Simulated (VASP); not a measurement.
Here is a VASP 6.6.1 calculation.

Contents of INCAR:

```
PREC     = Accurate       # precision mode
ENCUT    = 600            # plane-wave cutoff, eV
EDIFF    = 1E-7           # SCF threshold, eV
ISMEAR   = 0              # smearing method
SIGMA    = 0.1            # smearing width, eV
LREAL    = F              # projectors in reciprocal space
LASPH    = T              # aspherical terms in the spheres
NELM     = 60             # most SCF steps
ALGO     = Fast           # electronic algorithm
ISIF     = 3              # what is computed and relaxed
LWAVE    = F              # write WAVECAR
LCHARG   = F              # write CHGCAR
GGA      = PE             # functional
IBRION   = 2              # ionic algorithm
NSW      = 80             # ionic steps
EDIFFG   = -0.01          # ionic threshold
```

File KPOINTS:

```
regular mesh
0
Gamma
  20 20 20
```

The input POSCAR:

```
Zn
1.0
   -1.7141038397      1.7141038397      1.3131372093
    1.7141038397     -1.7141038397      1.3131372093
    1.7141038397      1.7141038397     -1.3131372093
Zn
1
Direct
    0.0000000000      0.0000000000      0.0000000000
```

Potentials or basis: VASP PAW PBE potentials, release 64 (Zn).

Run with:

```console
$ cat potpaw_PBE.64/Zn/POTCAR > POTCAR
$ mpirun -np 1 vasp_std > vasp.out
```

(1) Predict the relaxed volume.

(2) Estimate the band gap on the k mesh.

(3) Predict the space group after relaxing (to 0.1 Å).

(4) What does it give for the relaxed cell?

Answers

(1) 15.59 Å³/atom.

(2) zero (bands 6 and 7 overlap by 5.64 eV).

(3) I4/mmm (No. 139).

(4) a = 2.771 Å, b = 2.771 Å, c = 2.771 Å, α = 102.79°, β = 102.79°, γ = 123.87°.
